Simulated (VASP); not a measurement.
Wanted: the native input for a VASP 6.6.1 run.

| Property | Result |
| --- | --- |
| Task | single point |
| Functional | r2SCAN |
| Potentials or basis | VASP PAW PBE potentials, release 64 (W_sv) |
| Cutoff | 520 eV |
| k mesh | 6 × 6 × 6 |
| Occupations | fermi-dirac, width 0.1 eV |
| Spin | no spin polarisation |
| Dipole correction | no |
| Further INCAR settings | ALGO = Normal; EDIFF = 1e-06; NBANDS = 13 |

W:

```
W
1.0
     2.62200    0.00000    0.00000
     0.00000    2.62200    0.00000
     0.00000    0.00000    2.62200
W
1
Cartesian
  0.0000 0.0000 0.0000
```

This isn't the form of W at room conditions, which is bcc.

One way to write it, as run:

POSCAR

```
W
1.0
    2.6219968941      0.0000000000      0.0000000000
    0.0000000000      2.6219968941      0.0000000000
    0.0000000000      0.0000000000      2.6219968941
W
1
Direct
    0.0000000000      0.0000000000      0.0000000000
```

INCAR.step1

```
SYSTEM = W
PREC = Accurate ; ENCUT = 520
ISMEAR = -1 ; SIGMA = 0.1
LREAL = .FALSE. ; LASPH = .TRUE.
NELM = 80 ; NBANDS = 13
GGA = PE ; ALGO = Normal
EDIFF = 1E-4 ; LWAVE = .TRUE.
LCHARG = .FALSE.
```

INCAR.step2

```
SYSTEM = W
PREC = Accurate ; ENCUT = 520
EDIFF = 1E-6 ; ISMEAR = -1
SIGMA = 0.1 ; LREAL = .FALSE.
LASPH = .TRUE. ; NELM = 80
ALGO = Normal ; ISIF = 2
LWAVE = .FALSE. ; LCHARG = .FALSE.
METAGGA = R2SCAN ; LMIXTAU = .TRUE.
NBANDS = 13 ; ISTART = 1
```

KPOINTS

```
regular mesh
0
G
  6 6 6
  0 0 0
```

Potentials or basis: VASP PAW PBE potentials, release 64 (W_sv).

Run with:

```bash
$ cat potpaw_PBE.64/W_sv/POTCAR > POTCAR
$ cp INCAR.step1 INCAR
$ mpirun -np 1 vasp_std > vasp.out
$ cp INCAR.step2 INCAR
$ mpirun -np 1 vasp_std > vasp.out
```

It gave:

```json
{"Pressure": "-1.2 GPa", "Band gap on the k mesh": "zero (bands 7 and 8 overlap by 2.58 eV)"}
```

Caveat: the k points lie up to 0.40 Å⁻¹ apart, too coarse for converged energies and pressures of a metal; the PAW data sets were made with another functional, which shifts forces and pressure a little; spin-orbit coupling is left out, which moves the levels of the heavy elements.

Run time: 33 s on 1 thread of Intel Xeon 8259CL (shared host), peak memory 0.13 GiB.
